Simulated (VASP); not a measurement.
# CsBr (Pm-3m) in VASP: vibrations by perturbation theory with PBE

Aim: the vibrations by perturbation theory of CsBr with PBE.

All numbers are computed with VASP 6.6.1; they aren't measurements. Logs are shortened: lines on timing, memory, paths and dates and some standing lists are left out, and cuts for length are marked.

### Step 1. The cell of the first run

It takes space group Pm-3m (No. 221, cubic). The conventional cell has a = 4.286 Å, b = 4.286 Å, c = 4.286 Å, α = 90.00°, β = 90.00°, γ = 90.00°. Within 4.9 Å of Cs (site symmetry m-3m) lie 8 Br at 3.71 Å and 6 Cs at 4.29 Å. Within 4.9 Å of Br (site symmetry m-3m) lie 8 Cs at 3.71 Å and 6 Br at 4.29 Å.

### Step 2. Vibrations by perturbation theory, PBE

INCAR reads:

```
SYSTEM = CsBr
PREC = Accurate
ENCUT = 500
EDIFF = 1E-8
ISMEAR = 0
SIGMA = 0.01
LREAL = .False.
LASPH = .True.
NELM = 120
ALGO = Normal
ISIF = 2
LWAVE = .False.
LCHARG = .False.
GGA = PE
IBRION = 8
NSW = 1
GGA_COMPAT = .False.
```

KPOINTS reads:

```
Automatic mesh
0
Gamma
  2 2 2
  0 0 0
```

POSCAR reads:

```
CsBr
1.0
    4.2860000000      0.0000000000      0.0000000000
    0.0000000000      4.2860000000      0.0000000000
    0.0000000000      0.0000000000      4.2860000000
Cs Br
1 1
Direct
    0.0000000000      0.0000000000      0.0000000000
    0.5000000000      0.5000000000      0.5000000000
```

Potentials or basis: VASP PAW PBE potentials, release 64 (Cs_sv, Br).

The run is started by

```console
cat potpaw_PBE.64/Cs_sv/POTCAR potpaw_PBE.64/Br/POTCAR > POTCAR
mpirun -np 1 vasp_std > vasp.out
```

OUTCAR:

```text
SYSTEM = CsBr
   PREC = Accurate
   ENCUT = 500
   EDIFF = 1E-8
   ISMEAR = 0
   LREAL = .False.
   LASPH = .True.
   NELM = 120
   ISIF = 2
   GGA = PE
   IBRION = 8
   NSW = 1

 ion  position               nearest neighbor table
   1  0.000  0.000  0.000-
   2  0.500  0.500  0.500-

  LATTYP: Found a simple cubic cell.
 ALAT       =     4.2860000000

  Lattice vectors:

 A1 = (   4.2860000000,   0.0000000000,   0.0000000000)
 A2 = (   0.0000000000,   4.2860000000,   0.0000000000)
 A3 = (   0.0000000000,   0.0000000000,   4.2860000000)

Analysis of symmetry for initial positions (statically):
=====================================================================
 Subroutine PRICEL returns:
 Original cell was already a primitive cell.

 Routine SETGRP: Setting up the symmetry group for a
 simple cubic supercell.

 Subroutine GETGRP returns: Found 48 space group operations
 (whereof 48 operations were pure point group operations)
 out of a pool of 48 trial point group operations.

The static configuration has the point symmetry O_h .

Analysis of symmetry for dynamics (positions and initial velocities):
=====================================================================
 Subroutine PRICEL returns:
 Original cell was already a primitive cell.

 Routine SETGRP: Setting up the symmetry group for a
 simple cubic supercell.

 Subroutine GETGRP returns: Found 48 space group operations
 (whereof 48 operations were pure point group operations)
 out of a pool of 48 trial point group operations.

The dynamic configuration has the point symmetry O_h .

 Subroutine INISYM returns: Found 48 space group operations
 (whereof 48 operations are pure point group operations),
 and found     1 'primitive' translations

----------------------------------------------------------------------------------------

                                     Primitive cell

  volume of cell :      78.7329

  direct lattice vectors                    reciprocal lattice vectors
     4.286000000  0.000000000  0.000000000     0.233317779  0.000000000  0.000000000
     0.000000000  4.286000000  0.000000000     0.000000000  0.233317779  0.000000000
     0.000000000  0.000000000  4.286000000     0.000000000  0.000000000  0.233317779

  length of vectors
     4.286000000  4.286000000  4.286000000     0.233317779  0.233317779  0.233317779

  position of ions in fractional coordinates (direct lattice)
     0.000000000  0.000000000  0.000000000
     0.500000000  0.500000000  0.500000000

  ion indices of the primitive-cell ions
   primitive index   ion index
                 1           1
                 2           2

----------------------------------------------------------------------------------------

 KPOINTS: Automatic mesh

Automatic generation of k-mesh.
 Grid dimensions read from file:
 generate k-points for:    2    2    2

 Generating k-lattice:

  Cartesian coordinates                     Fractional coordinates (reciprocal lattice)
     0.116658889  0.000000000  0.000000000     0.500000000  0.000000000  0.000000000
     0.000000000  0.116658889  0.000000000     0.000000000  0.500000000  0.000000000
     0.000000000  0.000000000  0.116658889     0.000000000  0.000000000  0.500000000

  Length of vectors
     0.116658889  0.116658889  0.116658889

  Shift w.r.t. Gamma in fractional coordinates (k-lattice)
     0.000000000  0.000000000  0.000000000

 Subroutine IBZKPT returns following result:
[... 58 lines left out ...]
   LRPA    =     F    only Hartree local field effects (RPA)
 non-spin polarized calculation
 Gauss-broadening in eV      SIGMA  =   0.01
  energy-cutoff  :      500.00
  volume of cell :       78.73
 maximum number of plane-waves:      2008
 NGX is ok and might be reduce to    32
   NGX = 15   NGY = 15   NGZ = 15

--------------------------------------- Ionic step        1  -------------------------------------------

 number of electron      15.9999999 magnetization

 Free energy of the ion-electron system (eV)
  ---------------------------------------------------
  ext. energy  EPLUGINS =         0.00000000
  ---------------------------------------------------
  free energy    TOTEN  =        -5.84351660 eV

  energy without entropy =       -5.84351660  energy(sigma->0) =       -5.84351660

 E-fermi :  -0.1390     XC(G=0):  -8.0459

 val. band max:       -0.2055227690   @ k =   0.5000   0.5000   0.0000
 cond. band min:       4.2584699323   @ k =   0.0000   0.0000   0.0000
 fundamental gap:      4.4639927014
 Fermi energy:        -0.1389843207

 k-point     1 :       0.0000    0.0000    0.0000
  band No.  band energies     occupation
      1     -20.0897      2.00000
      2     -12.5486      2.00000
      3      -6.6827      2.00000
      4      -6.6827      2.00000
      5      -6.6827      2.00000
      6      -0.2075      2.00000
      7      -0.2075      2.00000
      8      -0.2075      2.00000
      9       4.2585      0.00000
     10       4.6330      0.00000
     11       4.6330      0.00000
     12       8.8227      0.00000
[... 33 lines left out ...]
      1     -19.9469      2.00000
      2     -12.3658      2.00000
      3      -7.0868      2.00000
      4      -7.0868      2.00000
      5      -7.0868      2.00000
      6      -1.3994      2.00000
      7      -1.3994      2.00000
      8      -1.3994      2.00000
      9       8.0622      0.00000
     10       8.0622      0.00000
     11       8.0622      0.00000
     12       8.9119      0.00000

------------------------ aborting loop because EDIFF is reached ----------------------------------------

  FORCE on cell =-STRESS in cart. coord.  units (eV):
  Direction    XX          YY          ZZ          XY          YZ          ZX
  --------------------------------------------------------------------------------------
  -------------------------------------------------------------------------------------
  Total        0.9743104      0.9743104      0.9743104     -0.0000000      0.0000000      0.0000000
  in kB       19.8267451     19.8267451     19.8267451     -0.0000000      0.0000000      0.0000000
  external PRESSURE =      19.8267451 kB  Pullay stress =       0.0000000 kB

 VOLUME and BASIS-vectors are now :
 -----------------------------------------------------------------------------
  energy-cutoff  :      500.00
  volume of cell :       78.73
      direct lattice vectors                 reciprocal lattice vectors
     4.286000000  0.000000000  0.000000000     0.233317779  0.000000000  0.000000000
     0.000000000  4.286000000  0.000000000     0.000000000  0.233317779  0.000000000
     0.000000000  0.000000000  4.286000000     0.000000000  0.000000000  0.233317779

 POSITION                                       TOTAL-FORCE (eV/Angst)
 -----------------------------------------------------------------------------------
      0.00000      0.00000      0.00000         0.000000      0.000000      0.000000
      2.14300      2.14300      2.14300         0.000000      0.000000      0.000000
 -----------------------------------------------------------------------------------
    total drift:                                0.000000      0.000000     -0.000000

  FREE ENERGIE OF THE ION-ELECTRON SYSTEM (eV)
  ---------------------------------------------------
  free  energy   TOTEN  =        -5.8435165985 eV

  energy  without entropy=       -5.8435165985  energy(sigma->0) =       -5.84351660

[... ionic steps 2 to 3 ...]

--------------------------------------- Ionic step        4  -------------------------------------------

------------------------ aborting loop because EDIFF is reached ----------------------------------------

[... ionic steps 5 to 6 ...]

--------------------------------------- Ionic step        7  -------------------------------------------

 Free energy of the ion-electron system (eV)
  ---------------------------------------------------
  ---------------------------------------------------
  free energy    TOTEN  =        -0.14663146 eV

  energy without entropy =       -0.14663146

------------------------ aborting loop because EDIFF is reached ----------------------------------------

 INTERNAL STRAIN TENSOR  FOR ION    2  DIRECTION 1   (eV/Angst):
 -----------------------------------------------------------------------------
     0.00002  0.00000  0.00000
     0.00000  0.00000  0.00000
     0.00000  0.00000  0.00000

 INTERNAL STRAIN TENSOR FOR ION    2 for displacements in x,y,z  (eV/Angst):
          X           Y           Z          XY          YZ          ZX
  --------------------------------------------------------------------------------
  x     0.00000     0.00000     0.00000     0.00000     0.00000     0.00000
  y     0.00000     0.00000     0.00000     0.00000     0.00000     0.00000
  z     0.00000     0.00000     0.00000     0.00000     0.00000     0.00000

 SECOND DERIVATIVES (NOT SYMMETRIZED)
 ------------------------------------
               1X          1Y          1Z          2X          2Y          2Z
  1X    -0.529210    0.000000   -0.000000    0.529210   -0.000000    0.000000
  1Y     0.000000   -0.529210   -0.000000   -0.000000    0.529210    0.000000
  1Z    -0.000000   -0.000000   -0.529210    0.000000    0.000000    0.529210
  2X     0.511128    0.000000   -0.000000   -0.511128   -0.000000    0.000000
  2Y    -0.000000    0.511128    0.000000    0.000000   -0.511128   -0.000000
  2Z     0.000000   -0.000000    0.511128   -0.000000    0.000000   -0.511128

 Eigenvectors and eigenvalues of the dynamical matrix
 ----------------------------------------------------

   1 f  =    1.592721 THz    10.007362 2PiTHz   53.127457 cm-1     6.586962 meV
             X         Y         Z           dx          dy          dz
      0.000000  0.000000  0.000000     0.614773    0.068634    0.032079
      2.143000  2.143000  2.143000    -0.779163   -0.086986   -0.040657
[... 21 lines left out ...]
   6 f/i=    0.013463 THz     0.084590 2PiTHz    0.449073 cm-1     0.055678 meV
             X         Y         Z           dx          dy          dz
      0.000000  0.000000  0.000000    -0.284006    0.709055    0.181374
      2.143000  2.143000  2.143000    -0.224085    0.559456    0.143107

--------------------------------------------------------------------------------------------------------

 ELASTIC MODULI CONTR FROM IONIC RELAXATION (kBar)
 Direction    XX          YY          ZZ          XY          YZ          ZX
 --------------------------------------------------------------------------------
 XX           0.0000      0.0000      0.0000      0.0000      0.0000      0.0000
 YY           0.0000      0.0000      0.0000      0.0000      0.0000      0.0000
 ZZ           0.0000      0.0000      0.0000      0.0000      0.0000      0.0000
 XY           0.0000      0.0000      0.0000      0.0000      0.0000      0.0000
 YZ           0.0000      0.0000      0.0000      0.0000      0.0000      0.0000
 ZX           0.0000      0.0000      0.0000      0.0000      0.0000      0.0000
 --------------------------------------------------------------------------------
```

Run time: 77 s. Hardware: 1 thread of Intel Xeon 8259CL, shared host; peak memory 0.2 GiB.

Results:

```yaml
Highest_phonon_frequency_at_Γ_LO-TO_splitting_left_out: 53 cm⁻¹
```

Phonon frequencies in cm⁻¹ (negative: imaginary):
| q point | frequencies |
| --- | --- |
| (0.000, 0.000, 0.000) | 0 0 0 53 53 53 |

Caveat: the k points lie up to 0.73 Å⁻¹ apart; the cell wasn't relaxed at this level first, which shifts response properties; spin-orbit coupling is left out, which moves the levels of the heavy elements.
